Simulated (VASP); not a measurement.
# Cd3Se2S (I-4m2) in VASP: a series of runs

Cd3Se2S is run at these levels: PBE; tasks: single point, relaxation of cell and atoms.

All numbers are computed with VASP 6.6.1; they aren't measurements. Logs are shortened: lines on timing, memory, paths and dates and some standing lists are left out, and cuts for length are marked.

## Step 1: The cell of the first run

The structure is tetragonal, space group I-4m2 (No. 119). Conventional cell: a = 4.155 Å, b = 4.155 Å, c = 17.626 Å, α = 90.00°, β = 90.00°, γ = 90.00°. Within 3.4 Å of Cd (site symmetry 2mm) lie 2 S at 2.54 Å and 2 Se at 2.54 Å. Within 3.4 Å of Cd (site symmetry -4m2) lie 4 Se at 2.54 Å. Se (site symmetry 2mm) has 4 Cd at 2.54 Å within 3.4 Å. Within 3.4 Å of S (site symmetry -4m2) lie 4 Cd at 2.54 Å.

## Step 2: Single point, PBE

INCAR

```
SYSTEM = Cd3Se2S
PREC     = Accurate       ! precision mode
ENCUT    = 520            ! plane-wave cutoff, eV
EDIFF    = 1E-7           ! SCF threshold, eV
ISMEAR   = 0              ! smearing method
SIGMA    = 0.1            ! smearing width, eV
LREAL    = .FALSE.        ! projectors in reciprocal space
LASPH    = .TRUE.         ! aspherical terms in the spheres
NELM     = 80             ! most SCF steps
ALGO     = Normal         ! electronic algorithm
ISIF     = 2              ! what is computed and relaxed
LWAVE    = .FALSE.        ! write WAVECAR
LCHARG   = .FALSE.        ! write CHGCAR
GGA      = PE             ! functional
NBANDS   = 36             ! bands
```

KPOINTS

```
regular mesh
0
G
  6 6 6
  0 0 0
```

POSCAR

```
Cd3Se2S
1.0
   -2.0772763100      2.0772763100      8.8131369800
    2.0772763100     -2.0772763100      8.8131369800
    2.0772763100      2.0772763100     -8.8131369800
Cd Se S
3 2 1
Direct
    0.6666666700      0.6666666700      0.0000000000
    0.3333333300      0.3333333300      0.0000000000
    0.0000000000      0.0000000000      0.0000000000
    0.4166666700      0.9166666700      0.5000000000
    0.0833333300      0.5833333300      0.5000000000
    0.7500000000      0.2500000000      0.5000000000
```

Potentials or basis: VASP PAW PBE potentials, release 64 (Cd, Se, S).

On the command line:

```console
$ cat potpaw_PBE.64/Cd/POTCAR potpaw_PBE.64/Se/POTCAR potpaw_PBE.64/S/POTCAR > POTCAR
$ mpirun -np 1 vasp_std > vasp.out
```

OUTCAR:

```text
SYSTEM = Cd3Se2S
   PREC = Accurate
   ENCUT = 520
   EDIFF = 1E-7
   ISMEAR = 0
   LREAL = .FALSE.
   LASPH = .TRUE.
   NELM = 80
   ISIF = 2
   GGA = PE

 ion  position               nearest neighbor table
   1  0.667  0.667  0.000-   6 2.54   6 2.54   5 2.54   5 2.54
   2  0.333  0.333  0.000-   6 2.54   6 2.54   4 2.54   4 2.54
   3  0.000  0.000  0.000-   5 2.54   4 2.54   5 2.54   4 2.54
   4  0.417  0.917  0.500-   3 2.54   3 2.54   2 2.54   2 2.54
   5  0.083  0.583  0.500-   3 2.54   3 2.54   1 2.54   1 2.54
   6  0.750  0.250  0.500-   2 2.54   1 2.54   2 2.54   1 2.54

  LATTYP: Found a body centered tetragonal cell.
 ALAT       =     4.1545526200
 C/A-ratio  =     4.2426406817

  Lattice vectors:

 A1 = (  -2.0772763100,   2.0772763100,   8.8131369800)
 A2 = (   2.0772763100,  -2.0772763100,   8.8131369800)
 A3 = (   2.0772763100,   2.0772763100,  -8.8131369800)

Analysis of symmetry for initial positions (statically):
=====================================================================
 Subroutine PRICEL returns:
 Original cell was already a primitive cell.

 Routine SETGRP: Setting up the symmetry group for a
 body centered tetragonal supercell.

 Subroutine GETGRP returns: Found  8 space group operations
 (whereof  8 operations were pure point group operations)
 out of a pool of 16 trial point group operations.

The static configuration has the point symmetry D_2d.

Analysis of symmetry for dynamics (positions and initial velocities):
=====================================================================
 Subroutine PRICEL returns:
 Original cell was already a primitive cell.

 Routine SETGRP: Setting up the symmetry group for a
 body centered tetragonal supercell.

 Subroutine GETGRP returns: Found  8 space group operations
 (whereof  8 operations were pure point group operations)
 out of a pool of 16 trial point group operations.

The dynamic configuration has the point symmetry D_2d.

 Subroutine INISYM returns: Found  8 space group operations
 (whereof  8 operations are pure point group operations),
 and found     1 'primitive' translations

----------------------------------------------------------------------------------------

                                     Primitive cell

  volume of cell :     152.1175

  direct lattice vectors                    reciprocal lattice vectors
    -2.077276310  2.077276310  8.813136980     0.000000000  0.240699804  0.056733488
     2.077276310 -2.077276310  8.813136980     0.240699804  0.000000000  0.056733488
     2.077276310  2.077276310 -8.813136980     0.240699804  0.240699804  0.000000000

[... 91 lines left out ...]
   EDIFF  = 0.1E-06   stopping-criterion for ELM
   LREAL  =      F    real-space projection
   EDIFFG = 0.1E-05   stopping-criterion for IOM
   NSW    =      0    number of steps for IOM
   IBRION =     -1    ionic relax: 0-MD 1-quasi-New 2-CG
   NFREE  =      0    steps in history (QN), initial steepest desc. (CG)
   ISIF   =      2    stress and relaxation
   ISYM   =      2    0-nonsym 1-usesym 2-fastsym
   POTIM  = 0.5000    time-step for ionic-motion
   TEBEG  =    0.0;   TEEND  =   0.0 temperature during run
   PSTRESS=    0.0 pullay stress
   NELECT =      54.0000    total number of electrons
   NUPDOWN=      -1.0000    fix difference up-down
   EMIN   =  10.00;   EMAX   =-10.00  energy-range for DOS
   EFERMI =   0.00;   METHOD = LEGACY
   ISMEAR =     0;   SIGMA  =   0.10  broadening in eV -4-tet -1-fermi 0-gaus
   EFERMI_NEDOS =   21; number of points for ismear=-14 and -15
   IALGO  =     38    algorithm
   IMIX   =      4    mixing-type and parameters
     AMIX     =   0.40;   BMIX     =  1.00
     AMIX_MAG =   1.60;   BMIX_MAG =  1.00
  volume/ion in A,a.u.               =      25.35       171.09
  Fermi-wavevector in a.u.,A,eV,Ry     =   1.159168  2.190510 18.281748  1.343671
  Thomas-Fermi vector in A             =   2.295763
   LORBIT       =      0    0 simple, 1 ext, 2 COOP (PROOUT), +10 PAW based schemes
   GGA     = PE    functional components
   LHFCALC =     F    Hartree Fock is set to
   AEXX    =    0.0000 exact exchange contribution
   IVDW    =     0    specifies the selected vdW correction
   LEPSILON=     F    determine dielectric tensor
   LRPA    =     F    only Hartree local field effects (RPA)
 non-spin polarized calculation
 Gauss-broadening in eV      SIGMA  =   0.10
  energy-cutoff  :      520.00
  volume of cell :      152.12
 maximum number of plane-waves:      4114
 NGX is ok and might be reduce to    70
   NGX = 35   NGY = 35   NGZ = 35

 number of electron      54.0000001 magnetization

 Free energy of the ion-electron system (eV)
  ---------------------------------------------------
  ext. energy  EPLUGINS =         0.00000000
  ---------------------------------------------------
  free energy    TOTEN  =       -16.62035962 eV

  energy without entropy =      -16.62035962  energy(sigma->0) =      -16.62035962

 E-fermi :   2.0443     XC(G=0):  -9.2623

 val. band max:        1.6009203038   @ k =   0.0000   0.0000   0.0000
 cond. band min:       2.5137552340   @ k =   0.0000   0.0000   0.0000
 fundamental gap:      0.9128349302
 Fermi energy:         2.0443409714

 k-point     1 :       0.0000    0.0000    0.0000
  band No.  band energies     occupation
      1     -11.4195      2.00000
      2     -11.0557      2.00000
      3     -10.5564      2.00000
      4      -6.5623      2.00000
      5      -6.5623      2.00000
      6      -6.5548      2.00000
[... 925 lines left out ...]
     35       8.0715      0.00000
     36       8.5301      0.00000

 [... further k-points ...]
[... 5 lines left out ...]
  --------------------------------------------------------------------------------------
  -------------------------------------------------------------------------------------
  Total        7.4520953      7.4520953      7.3790222      0.0000000      0.0000000     -0.0000000
  in kB       78.4892055     78.4892055     77.7195634      0.0000000      0.0000000     -0.0000000
  external PRESSURE =      78.2326581 kB  Pullay stress =       0.0000000 kB

 VOLUME and BASIS-vectors are now :
 -----------------------------------------------------------------------------
  energy-cutoff  :      520.00
  volume of cell :      152.12
      direct lattice vectors                 reciprocal lattice vectors
    -2.077276310  2.077276310  8.813136980     0.000000000  0.240699804  0.056733488
     2.077276310 -2.077276310  8.813136980     0.240699804  0.000000000  0.056733488
     2.077276310  2.077276310 -8.813136980     0.240699804  0.240699804  0.000000000

 POSITION                                       TOTAL-FORCE (eV/Angst)
 -----------------------------------------------------------------------------------
      0.00000      0.00000     11.75085        -0.000000     -0.000000      0.751129
      0.00000      0.00000      5.87542        -0.000000     -0.000000     -0.751129
      0.00000      0.00000      0.00000         0.000000      0.000000     -0.000000
      2.07728     -0.00000      7.34428         0.000000      0.000000     -0.095098
      2.07728      0.00000      1.46886         0.000000      0.000000      0.095098
      0.00000      2.07728      4.40657         0.000000      0.000000     -0.000000
 -----------------------------------------------------------------------------------
    total drift:                                0.000001     -0.000001      0.000000

  FREE ENERGIE OF THE ION-ELECTRON SYSTEM (eV)
  ---------------------------------------------------
  free  energy   TOTEN  =       -16.6203596166 eV

  energy  without entropy=      -16.6203596166  energy(sigma->0) =      -16.62035962
```

It took 12 min on 1 thread of Intel Xeon Platinum 8259CL at 2.50GHz (Skylake/Cascade Lake), shared host; peak memory 0.71 GiB.

What came out:

- Free energy: -16.6204 eV
- Pressure: 7.8 GPa
- Largest force: 0.751 eV/Å
- Band gap on the k mesh: 0.91 eV

Forces on the atoms (eV/Å):
```
Cd   0.000  0.000  0.751
Cd   0.000  0.000 -0.751
Cd   0.000  0.000  0.000
Se   0.000  0.000 -0.095
Se   0.000  0.000  0.095
S    0.000  0.000  0.000
```

Caveat: the cell stands under pressure. A k mesh can miss the band edges.

## Step 3: Single point, PBE

This run uses another cell than the first one, of 28.61 Å³/atom.

INCAR

```
SYSTEM = Cd3Se2S
ALGO     = Normal         ! electronic algorithm
EDIFF    = 1E-6           ! SCF threshold, eV
ENCUT    = 520            ! plane-wave cutoff, eV
GGA      = PE             ! functional
ISIF     = 2              ! what is computed and relaxed
ISMEAR   = 0              ! smearing method
LASPH    = .True.         ! aspherical terms in the spheres
LCHARG   = .True.         ! write CHGCAR
LELF     = .True.         ! ELF
LREAL    = .False.        ! projectors in reciprocal space
LVHAR    = .True.       
LWAVE    = .False.        ! write WAVECAR
NBANDS   = 36             ! bands
NELM     = 60             ! most SCF steps
PREC     = Accurate       ! precision mode
SIGMA    = 0.1            ! smearing width, eV
```

KPOINTS

```
k-points
0
Gamma
  6 6 6
  0 0 0
```

POSCAR

```
Cd3Se2S
1.0
   -2.1650370897      2.1650370897      9.1558832601
    2.1650370897     -2.1650370897      9.1558832601
    2.1650370897      2.1650370897     -9.1558832601
Cd Se S
3 2 1
Direct
    0.6721942939      0.6721942939      0.0000000000
    0.3278057061      0.3278057061      0.0000000000
    0.0000000000      0.0000000000      0.0000000000
    0.4138030250      0.9138030250      0.5000000000
    0.0861969750      0.5861969750      0.5000000000
    0.7500000000      0.2500000000      0.5000000000
```

Potentials or basis: VASP PAW PBE potentials, release 64 (Cd, Se, S).

On the command line:

```console
$ cat potpaw_PBE.64/Cd/POTCAR potpaw_PBE.64/Se/POTCAR potpaw_PBE.64/S/POTCAR > POTCAR
$ mpirun -np 1 vasp_std > vasp.out
```

Wall time 12 min (1 thread of Intel Xeon Platinum 8259CL at 2.50GHz (Skylake/Cascade Lake), shared host); peak memory 0.79 GiB.

Results (log left out):

* Free energy: -17.1153 eV
* Pressure: 0.0 GPa
* Largest force: 0.007 eV/Å
* Band gap on the k mesh: 0.62 eV

Forces in eV/Å, atoms in the order of the input:
```
Cd   0.000  0.000 -0.006
Cd   0.000  0.000  0.006
Cd   0.000  0.000  0.000
Se   0.000  0.000  0.007
Se   0.000  0.000 -0.007
S    0.000  0.000  0.000
```

Levels at points of the mesh, in eV from the valence-band top:
```tsv
k point	band 23	band 24	band 25	band 26	band 27	band 28	band 29	band 30	band 31	band 32
(0.00, 0.00, 0.00)	-1.17	-1.17	-0.04	0.00	0.00	0.62	3.55	3.60	3.87	4.06
(0.50, 0.00, 0.00)	-1.51	-1.06	-0.70	-0.55	-0.53	2.47	3.34	3.41	5.80	6.15
(0.50, 0.50, 0.00)	-1.97	-1.93	-1.89	-1.68	-1.65	3.32	3.85	4.45	4.47	4.56
(0.50, 0.50, 0.50)	-1.61	-0.63	-0.63	-0.37	-0.37	2.34	2.42	3.35	3.82	5.07
```

A k mesh can miss the band edges.

## Step 4: Relaxation of cell and atoms, PBE

INCAR

```
PREC = Accurate ; ENCUT = 600
EDIFF = 1E-6 ; ISMEAR = 0
SIGMA = 0.1 ; LREAL = F
LASPH = T ; NELM = 80
ALGO = Normal ; ISIF = 3
LWAVE = F ; LCHARG = F
GGA = PE ; IBRION = 2
NSW = 90 ; EDIFFG = -0.04
```

KPOINTS

```
regular mesh
0
Gamma
  6 6 6
```

POSCAR

```
Cd3Se2S
1.0
   -2.0772763100      2.0772763100      8.8131369800
    2.0772763100     -2.0772763100      8.8131369800
    2.0772763100      2.0772763100     -8.8131369800
Cd Se S
3 2 1
Direct
    0.6666666700      0.6666666700      0.0000000000
    0.3333333300      0.3333333300      0.0000000000
    0.0000000000      0.0000000000      0.0000000000
    0.4166666700      0.9166666700      0.5000000000
    0.0833333300      0.5833333300      0.5000000000
    0.7500000000      0.2500000000      0.5000000000
```

On the command line:

```console
$ cat potpaw_PBE.64/Cd/POTCAR potpaw_PBE.64/Se/POTCAR potpaw_PBE.64/S/POTCAR > POTCAR
$ mpirun -np 1 vasp_std > vasp.out
```

Run time: 71 min. Hardware: 1 thread of Intel Xeon Platinum 8259CL at 2.50GHz (Skylake/Cascade Lake), shared host; peak memory 1.2 GiB.

The run converged. Its results:

* Free energy: -17.1096 eV
* Relaxed volume: 28.59 Å³/atom
* Relaxed cell: a = 9.664 Å, b = 9.664 Å, c = 9.664 Å, α = 154.14°, β = 154.14°, γ = 36.90°
* Space group after relaxing (to 0.1 Å): I-4m2 (No. 119)
* Energy gained by relaxing: 81.6 meV/atom
* Ionic steps: 9
* Pressure after relaxing: 0.0 GPa
* Band gap on the k mesh: 0.62 eV

Forces in eV/Å, atoms in the order of the input:
```
Cd   0.000  0.000  0.001
Cd   0.000  0.000 -0.001
Cd   0.000  0.000  0.000
Se   0.000  0.000 -0.002
Se   0.000  0.000  0.002
S    0.000  0.000  0.000
```

The path:
| step | energy change (eV) | largest force (eV/Å) | pressure (GPa) | volume (Å³) |
| --- | --- | --- | --- | --- |
| 1 | 0.0000 | 0.7512 | 7.77 | 152.12 |
| 2 | -0.4017 | 0.2484 | -2.13 | 180.83 |
| 3 | -0.4572 | 0.3568 | -0.12 | 172.35 |
| 4 | -0.4571 | 0.3507 | -0.23 | 172.77 |
| 5 | -0.4693 | 0.2538 | -0.18 | 172.48 |
| 6 | -0.4861 | 0.1638 | -0.01 | 171.63 |
| 7 | -0.4862 | 0.1651 | 0.01 | 171.58 |
| 8 | -0.4893 | 0.0563 | 0.01 | 171.55 |
| 9 | -0.4897 | 0.0020 | 0.01 | 171.53 |

Final structure:
```
Cd Se S
1.0
    -2.16278    2.16278    9.16760
     2.16278   -2.16278    9.16760
     2.16278    2.16278   -9.16760
Cd Se S
3 2 1
Direct
  0.67209 0.67209 0.00000
  0.32791 0.32791 0.00000
  0.00000 0.00000 0.00000
  0.41391 0.91391 0.50000
  0.08609 0.58609 0.50000
  0.75000 0.25000 0.50000
```

Levels at points of the mesh, in eV from the valence-band top:
```tsv
k point	band 23	band 24	band 25	band 26	band 27	band 28	band 29	band 30	band 31	band 32
(0.00, 0.00, 0.00)	-1.17	-1.17	-0.04	0.00	0.00	0.62	3.55	3.60	3.88	4.06
(0.50, 0.00, 0.00)	-1.52	-1.05	-0.71	-0.55	-0.53	2.47	3.34	3.42	5.81	6.15
(0.50, 0.50, 0.00)	-1.98	-1.94	-1.90	-1.69	-1.66	3.32	3.84	4.44	4.47	4.55
(0.50, 0.50, 0.50)	-1.61	-0.63	-0.63	-0.37	-0.37	2.34	2.42	3.35	3.83	5.08
```

## Step 5: Overview

| task | cell | cutoff (eV) | gap on the mesh (eV) | pressure (GPa) | largest force (eV/Å) |
| --- | --- | --- | --- | --- | --- |
| single point | a = 9.290 Å, angles 154.2, 154.2, 36.9°, 6 atoms, atomic positions A | 520 | 0.91 | 7.8 | 0.75 |
| single point | a = 9.654 Å, angles 154.1, 154.1, 37.0°, 6 atoms, atomic positions B | 520 | 0.62 | 0.0 | 0.01 |
| relaxation of cell and atoms | relaxed from a = 9.290 Å, angles 154.2, 154.2, 36.9°, 6 atoms, atomic positions A | 600 | 0.62 | 0.0 | - |

Alike in all rows: level PBE; potentials or basis VASP PAW PBE potentials, release 64 (Cd, Se, S); no spin polarisation; k mesh 6 × 6 × 6; smearing gaussian 0.1 eV.

Caveats: the cell stands under pressure (at least some runs).

Total energies depend on the potentials used, so only differences within one code and one set of settings carry meaning.
